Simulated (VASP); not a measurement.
# Au: single point with r2SCAN

The system is Au.

```
CELL_PARAMETERS angstrom
-1.71957 1.71957 1.67863
1.71957 -1.71957 1.67863
1.71957 1.71957 -1.67863
ATOMIC_POSITIONS crystal
Au 0.00000 0.00000 0.00000
```

This cell differs from its parent crystal: strain +0.050 along x and y, +0.025 along z.

```json
{
 "Program": "VASP 6.6.1",
 "Task": "single point",
 "Functional": "r2SCAN",
 "Potentials or basis": "VASP PAW PBE potentials, release 64 (Au)",
 "Cutoff": "520 eV",
 "k mesh": "26 × 26 × 26",
 "Occupations": "gaussian, width 0.15 eV",
 "Spin": "no spin polarisation",
 "Dipole correction": "no",
 "Further INCAR settings": "ALGO = Normal; EDIFF = 1e-06; NBANDS = 12"
}
```

The pressure is -12.5 GPa.

Stress tensor (GPa, compression positive):
```
-12.47   0.00   0.00
  0.00 -12.47   0.00
  0.00   0.00 -12.67
```

Levels at points of the mesh, in eV from the Fermi level:
```csv
k point,band 2,band 3,band 4,band 5,band 6,band 7,band 8,band 9,band 10,band 11
"(0.00, 0.00, 0.00)",-4.50,-4.37,-4.37,-2.96,-2.81,17.07,17.07,17.49,22.20,22.20
"(0.50, 0.00, 0.00)",-5.31,-2.98,-2.70,-1.65,0.17,2.84,12.70,13.15,20.24,20.91
"(0.50, 0.50, 0.00)",-5.17,-3.11,-2.80,-1.68,0.05,2.66,13.08,13.68,20.93,21.27
"(0.50, 0.50, 0.50)",-5.89,-1.97,-1.97,-1.92,6.20,6.20,6.86,8.24,14.84,15.31
```

Wall time 25 min on 1 thread of Oxide Virtual Turin-like Processor, on a shared host, peak memory 0.38 GiB.

Caveat: the cell differs from its parent crystal (strain +0.050 along x and y, +0.025 along z); the PAW data sets were made with another functional, which shifts forces and pressure a little; spin-orbit coupling is left out, which moves the levels of the heavy elements.
